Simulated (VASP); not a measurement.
# BN (m.bgw) (P6_3mc) in VASP: single point with PBE

Aim: the single point of BN (m.bgw) with PBE.

Program: VASP 6.6.1. These are calculated values, not measurements. Logs are shortened: lines on timing, memory, paths and dates and some standing lists are left out, and cuts for length are marked.

### 1 The cell of the first run

It takes space group P6_3mc (No. 186, hexagonal). Conventional cell: a = 2.554 Å, b = 2.554 Å, c = 4.224 Å, α = 90.00°, β = 90.00°, γ = 120.00°. Within 2.1 Å of B (site symmetry 3m) lie 4 N at 1.57 to 1.58 Å. Within 2.1 Å of N (site symmetry 3m) lie 4 B at 1.57 to 1.58 Å.

### 2 Single point, PBE

File INCAR:

```
SYSTEM = BN
ALGO = Normal ; EDIFF = 1E-6
ENCUT = 600 ; GGA = PE
GGA_COMPAT = .FALSE. ; ISIF = 2
ISMEAR = 0 ; LASPH = .TRUE.
LCHARG = .FALSE. ; LREAL = .FALSE.
LWAVE = .FALSE. ; NBANDS = 16
NELM = 120 ; PREC = Accurate
SIGMA = 0.01
```

File KPOINTS:

```
k-points
0
G
  6 6 4
  0 0 0
```

File POSCAR:

```
BN
1.0
    2.5540637809      0.0000000000      0.0000000000
   -1.2770318905      2.2118841172      0.0000000000
    0.0000000000      0.0000000000      4.2238995721
B N
2 2
Direct
    0.3333333333      0.6666666667      0.0011853525
    0.6666666667      0.3333333333      0.5011853525
    0.3333333333      0.6666666667      0.3758146475
    0.6666666667      0.3333333333      0.8758146475
```

Potentials or basis: VASP PAW PBE potentials, release 64 (B, N).

The run is started by

```sh
$ cat potpaw_PBE.64/B/POTCAR potpaw_PBE.64/N/POTCAR > POTCAR
$ mpirun -np 1 vasp_std > vasp.out
```

OUTCAR:

```text
SYSTEM = BN
   EDIFF = 1E-6
   ENCUT = 600
   GGA = PE
   ISIF = 2
   ISMEAR = 0
   LASPH = .TRUE.
   LREAL = .FALSE.
   NELM = 120
   PREC = Accurate

 ion  position               nearest neighbor table
   1  0.333  0.667  0.001-   4 1.57   4 1.57   4 1.57   3 1.58
   2  0.667  0.333  0.501-   3 1.57   3 1.57   3 1.57   4 1.58
   3  0.333  0.667  0.376-   2 1.57   2 1.57   2 1.57   1 1.58
   4  0.667  0.333  0.876-   1 1.57   1 1.57   1 1.57   2 1.58

  LATTYP: Found a hexagonal cell.
 ALAT       =     2.5540637809
 C/A-ratio  =     1.6537956506

  Lattice vectors:

 A1 = (   2.5540637809,   0.0000000000,   0.0000000000)
 A2 = (  -1.2770318905,   2.2118841172,   0.0000000000)
 A3 = (   0.0000000000,   0.0000000000,   4.2238995721)

Analysis of symmetry for initial positions (statically):
=====================================================================
 Subroutine PRICEL returns:
 Original cell was already a primitive cell.

 Routine SETGRP: Setting up the symmetry group for a
 hexagonal supercell.

 Subroutine GETGRP returns: Found 12 space group operations
 (whereof  6 operations were pure point group operations)
 out of a pool of 24 trial point group operations.

The static configuration has the point symmetry C_3v.
 The point group associated with its full space group is C_6v.

Analysis of symmetry for dynamics (positions and initial velocities):
=====================================================================
 Subroutine PRICEL returns:
 Original cell was already a primitive cell.

 Routine SETGRP: Setting up the symmetry group for a
 hexagonal supercell.

 Subroutine GETGRP returns: Found 12 space group operations
 (whereof  6 operations were pure point group operations)
 out of a pool of 24 trial point group operations.

The dynamic configuration has the point symmetry C_3v.
 The point group associated with its full space group is C_6v.

 Subroutine INISYM returns: Found 12 space group operations
 (whereof  6 operations are pure point group operations),
 and found     1 'primitive' translations

----------------------------------------------------------------------------------------

[... 89 lines left out ...]
   LASPH  =      T    aspherical Exc in radial PAW
   ENCUT  =  600.0 eV  44.10 Ry    6.64 a.u.   5.10  5.10  8.44*2*pi/ulx,y,z
   NELM   =    120;   NELMIN=  2; NELMDL= -5     # of ELM steps
   EDIFF  = 0.1E-05   stopping-criterion for ELM
   LREAL  =      F    real-space projection
   EDIFFG = 0.1E-04   stopping-criterion for IOM
   NSW    =      0    number of steps for IOM
   IBRION =     -1    ionic relax: 0-MD 1-quasi-New 2-CG
   NFREE  =      0    steps in history (QN), initial steepest desc. (CG)
   ISIF   =      2    stress and relaxation
   ISYM   =      2    0-nonsym 1-usesym 2-fastsym
   POTIM  = 0.5000    time-step for ionic-motion
   TEBEG  =    0.0;   TEEND  =   0.0 temperature during run
   PSTRESS=    0.0 pullay stress
   NELECT =      16.0000    total number of electrons
   NUPDOWN=      -1.0000    fix difference up-down
   EMIN   =  10.00;   EMAX   =-10.00  energy-range for DOS
   EFERMI =   0.00;   METHOD = LEGACY
   ISMEAR =     0;   SIGMA  =   0.01  broadening in eV -4-tet -1-fermi 0-gaus
   EFERMI_NEDOS =   21; number of points for ismear=-14 and -15
   IALGO  =     38    algorithm
   IMIX   =      4    mixing-type and parameters
     AMIX     =   0.40;   BMIX     =  1.00
     AMIX_MAG =   1.60;   BMIX_MAG =  1.00
  volume/ion in A,a.u.               =       5.97        40.26
  Fermi-wavevector in a.u.,A,eV,Ry     =   1.432888  2.707766 27.935049  2.053168
  Thomas-Fermi vector in A             =   2.552466
   LORBIT       =      0    0 simple, 1 ext, 2 COOP (PROOUT), +10 PAW based schemes
   GGA     = PE    functional components
   LHFCALC =     F    Hartree Fock is set to
   AEXX    =    0.0000 exact exchange contribution
   IVDW    =     0    specifies the selected vdW correction
   LEPSILON=     F    determine dielectric tensor
   LRPA    =     F    only Hartree local field effects (RPA)
 non-spin polarized calculation
 Gauss-broadening in eV      SIGMA  =   0.01
  energy-cutoff  :      600.00
  volume of cell :       23.86
 maximum number of plane-waves:       807
   NGX = 11   NGY = 11   NGZ = 17

 number of electron      16.0000003 magnetization

 Free energy of the ion-electron system (eV)
  ---------------------------------------------------
  ext. energy  EPLUGINS =         0.00000000
  ---------------------------------------------------
  free energy    TOTEN  =       -34.83564807 eV

  energy without entropy =      -34.83564807  energy(sigma->0) =      -34.83564807

 E-fermi :   7.5516     XC(G=0): -12.7637

 val. band max:        7.4364513338   @ k =   0.0000   0.0000   0.0000
 cond. band min:      12.6454601585   @ k =   0.3333   0.3333   0.0000
 fundamental gap:      5.2090088247
 Fermi energy:         7.5516488229

 k-point     1 :       0.0000    0.0000    0.0000
  band No.  band energies     occupation
      1     -12.8560      2.00000
      2      -8.7466      2.00000
      3      -3.3885      2.00000
      4       5.3324      2.00000
      5       5.3324      2.00000
      6       7.1752      2.00000
[... 376 lines left out ...]
      3      -1.3363      2.00000
      4      -1.3363      2.00000
      5      -0.2156      2.00000
      6      -0.2156      2.00000
[... 8 lines left out ...]
     15      23.9506      0.00000
     16      23.9506      0.00000

------------------------ aborting loop because EDIFF is reached ----------------------------------------

  FORCE on cell =-STRESS in cart. coord.  units (eV):
  Direction    XX          YY          ZZ          XY          YZ          ZX
  --------------------------------------------------------------------------------------
  -------------------------------------------------------------------------------------
  Total        0.0349266      0.0349266      0.0091802     -0.0000000      0.0000000      0.0000000
  in kB        2.3450886      2.3450886      0.6163901     -0.0000000      0.0000000      0.0000000
  external PRESSURE =       1.7688558 kB  Pullay stress =       0.0000000 kB

 VOLUME and BASIS-vectors are now :
 -----------------------------------------------------------------------------
  energy-cutoff  :      600.00
  volume of cell :       23.86
      direct lattice vectors                 reciprocal lattice vectors
     2.554063781  0.000000000  0.000000000     0.391532900  0.226051625  0.000000000
    -1.277031890  2.211884117  0.000000000     0.000000000  0.452103251  0.000000000
     0.000000000  0.000000000  4.223899572     0.000000000  0.000000000  0.236748053

 POSITION                                       TOTAL-FORCE (eV/Angst)
 -----------------------------------------------------------------------------------
     -0.00000      1.47459      0.00501         0.000000     -0.000000     -0.001402
      1.27703      0.73729      2.11696        -0.000000      0.000000     -0.001402
     -0.00000      1.47459      1.58740         0.000000     -0.000000      0.001402
      1.27703      0.73729      3.69935        -0.000000      0.000000      0.001402
 -----------------------------------------------------------------------------------
    total drift:                               -0.000000      0.000000     -0.000481

  FREE ENERGIE OF THE ION-ELECTRON SYSTEM (eV)
  ---------------------------------------------------
  free  energy   TOTEN  =       -34.8356480745 eV

  energy  without entropy=      -34.8356480745  energy(sigma->0) =      -34.83564807
```

OSZICAR:

```text
N       E                     dE             d eps       ncg     rms          rms(c)
DAV:   1     0.425897572111E+02    0.42590E+02   -0.90560E+03   672   0.109E+03
DAV:   2    -0.341745493239E+02   -0.76764E+02   -0.71747E+02   952   0.257E+02
DAV:   3    -0.367451597014E+02   -0.25706E+01   -0.25604E+01   840   0.423E+01
DAV:   4    -0.367527651067E+02   -0.76054E-02   -0.76043E-02   752   0.248E+00
DAV:   5    -0.367527839884E+02   -0.18882E-04   -0.18882E-04   768   0.119E-01    0.939E+00
DAV:   6    -0.349929743664E+02    0.17598E+01   -0.22246E+00   864   0.144E+01    0.442E+00
DAV:   7    -0.348634930799E+02    0.12948E+00   -0.32544E-01   840   0.467E+00    0.271E+00
DAV:   8    -0.348366585473E+02    0.26835E-01   -0.52988E-02   776   0.188E+00    0.261E-01
DAV:   9    -0.348353552200E+02    0.13033E-02   -0.20019E-03   760   0.586E-01    0.134E-01
DAV:  10    -0.348356411983E+02   -0.28598E-03   -0.52170E-04   800   0.183E-01    0.261E-02
DAV:  11    -0.348356470859E+02   -0.58877E-05   -0.33468E-05   824   0.585E-02    0.147E-02
DAV:  12    -0.348356480745E+02   -0.98860E-06   -0.59113E-06   792   0.249E-02
   1 F= -.34835648E+02 E0= -.34835648E+02  d E =-.182359E-61
```

It took 19 s on 1 thread of Intel Xeon 8259CL, shared host; peak memory 0.14 GiB.

Results:

```
Free energy            : -34.8356 eV
Pressure               : 0.2 GPa
Band gap on the k mesh : 5.21 eV, indirect (least direct gap 8.26 eV)
```

Stress tensor (GPa, compression positive):
```
0.23 0.00 0.00
0.00 0.23 0.00
0.00 0.00 0.06
```

Caveat: the k points lie up to 0.47 Å⁻¹ apart. A k mesh can miss the band edges.
